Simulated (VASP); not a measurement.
Input of a VASP 6.6.1 run:

File POSCAR:

```
BaTiO3
1.0
    4.0072991724      0.0000000000      0.0000000000
    0.0000000000      4.0072991724      0.0000000000
    0.0000000000      0.0000000000      4.0072991724
Ba Ti O
1 1 3
Direct
    0.0000000000      0.0000000000      0.0000000000
    0.5000000000      0.5000000000      0.5000000000
    0.0000000000      0.5000000000      0.5000000000
    0.5000000000      0.5000000000      0.0000000000
    0.5000000000      0.0000000000      0.5000000000
```

Contents of INCAR.step1:

```
SYSTEM = BaTiO3
PREC = Accurate ; ENCUT = 520
ISMEAR = 0 ; SIGMA = 0.05
LREAL = .FALSE. ; LASPH = .TRUE.
NELM = 60 ; NBANDS = 28
GGA = PE ; ALGO = Normal
EDIFF = 1E-4 ; LWAVE = .TRUE.
LCHARG = .FALSE.
```

The input INCAR.step2:

```
SYSTEM = BaTiO3
PREC = Accurate ; ENCUT = 520
EDIFF = 1E-6 ; ISMEAR = 0
SIGMA = 0.05 ; LREAL = .FALSE.
LASPH = .TRUE. ; NELM = 60
ALGO = Normal ; ISIF = 2
LWAVE = .FALSE. ; LCHARG = .FALSE.
METAGGA = R2SCAN ; LMIXTAU = .TRUE.
NBANDS = 28 ; ISTART = 1
```

Contents of KPOINTS:

```
Automatic mesh
0
G
  8 8 8
  0 0 0
```

Potentials or basis: VASP PAW PBE potentials, release 64 (Ba_sv, Ti_sv, O).

Launch:

```bash
$ cat potpaw_PBE.64/Ba_sv/POTCAR potpaw_PBE.64/Ti_sv/POTCAR potpaw_PBE.64/O/POTCAR > POTCAR
$ cp INCAR.step1 INCAR
$ mpirun -np 1 vasp_std > vasp.out
$ cp INCAR.step2 INCAR
$ mpirun -np 1 vasp_std > vasp.out
```

Task: Estimate the pressure.

Result: 0.1 GPa.

Task: Estimate the band gap on the k mesh.

Result: 2.13 eV (least direct gap 2.29 eV).

Caveat: the PAW data sets were made with another functional, which shifts forces and pressure a little; spin-orbit coupling is left out, which moves the levels of the heavy elements. A k mesh can miss the band edges.
